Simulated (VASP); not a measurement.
Wanted: the native input for a VASP 6.6.1 run.

```
Task                   : single point
Functional             : revPBE
Potentials or basis    : VASP PAW PBE potentials, release 64 (Cd)
Cutoff                 : 520 eV
k mesh                 : 19 × 19 × 9
Occupations            : fermi-dirac, width 0.1 eV
Spin                   : no spin polarisation
Dipole correction      : no
Further INCAR settings : ALGO = Normal; EDIFF = 1e-06; NBANDS = 19
```

The structure of Cd lies in POSCAR:

```
Cd
1.0
    3.0813274803      0.0000000000      0.0000000000
   -1.5406637401      2.6685078753      0.0000000000
    0.0000000000      0.0000000000      6.1010049074
Cd
2
Direct
    0.3333333333      0.6666666667      0.2500000000
    0.6666666667      0.3333333333      0.7500000000
```

One way to write it, as run:

INCAR

```
SYSTEM = Cd
  PREC = Accurate
  ENCUT = 520
  EDIFF = 1E-6
  ISMEAR = -1
  SIGMA = 0.1
  LREAL = .FALSE.
  LASPH = .TRUE.
  NELM = 100
  ALGO = Normal
  ISIF = 2
  LWAVE = .FALSE.
  LCHARG = .TRUE.
  GGA = RE
  LELF = .TRUE.
  LVHAR = .TRUE.
  NBANDS = 19
```

KPOINTS

```
Automatic mesh
0
G
  19 19 9
  0 0 0
```

Potentials or basis: VASP PAW PBE potentials, release 64 (Cd).

Launch:

```console
$ cat potpaw_PBE.64/Cd/POTCAR > POTCAR
$ mpirun -np 1 vasp_std > vasp.out
```

It gave:

The pressure is -1.0 GPa. The band gap on the k mesh is zero (bands 12 and 13 overlap by 3.59 eV).

Caveat: the PAW data sets were made with another functional, which shifts forces and pressure a little.

Run time: 41 s on 1 thread of Intel(R) Xeon(R) 6975P-C (Granite Rapids) (shared host), peak memory 0.28 GiB.
